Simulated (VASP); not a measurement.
Here is a VASP 6.6.1 calculation.

File INCAR:

```
SYSTEM = TaN
  PREC = Accurate
  ENCUT = 700
  EDIFF = 1E-6
  ISMEAR = 0
  SIGMA = 0.15
  LREAL = .False.
  LASPH = .True.
  NELM = 120
  ALGO = Normal
  ISIF = 2
  LWAVE = .False.
  LCHARG = .False.
  GGA = PS
  NBANDS = 16
  GGA_COMPAT = .False.
```

KPOINTS

```
Automatic mesh
0
Gamma
  20 20 20
  0 0 0
```

File POSCAR:

```
TaN
1.0
   -0.1735653234      2.1041948265      2.1041948265
    2.1041948265     -0.1735653234      2.1041948265
    2.1041948265      2.1041948265     -0.1735653234
Ta N
1 1
Direct
    0.5000000000      0.5000000000      0.5000000000
    0.0000000000      0.0000000000      0.0000000000
```

Potentials or basis: VASP PAW PBE potentials, release 64 (Ta_sv_GW, N).

Command:

```bash
$ cat potpaw_PBE.64/Ta_sv_GW/POTCAR potpaw_PBE.64/N/POTCAR > POTCAR
$ mpirun -np 1 vasp_std > vasp.out
```

Q: Estimate the band gap on the k mesh.

A: Zero (bands 9 and 10 overlap by 5.40 eV).

Q: Estimate the pressure.

A: 0.7 GPa.

Stress tensor (GPa, compression positive):
```
0.71 6.89 6.89
6.89 0.71 6.89
6.89 6.89 0.71
```

Caveat: the PAW data sets were made with another functional, which shifts forces and pressure a little; spin-orbit coupling is left out, which moves the levels of the heavy elements.
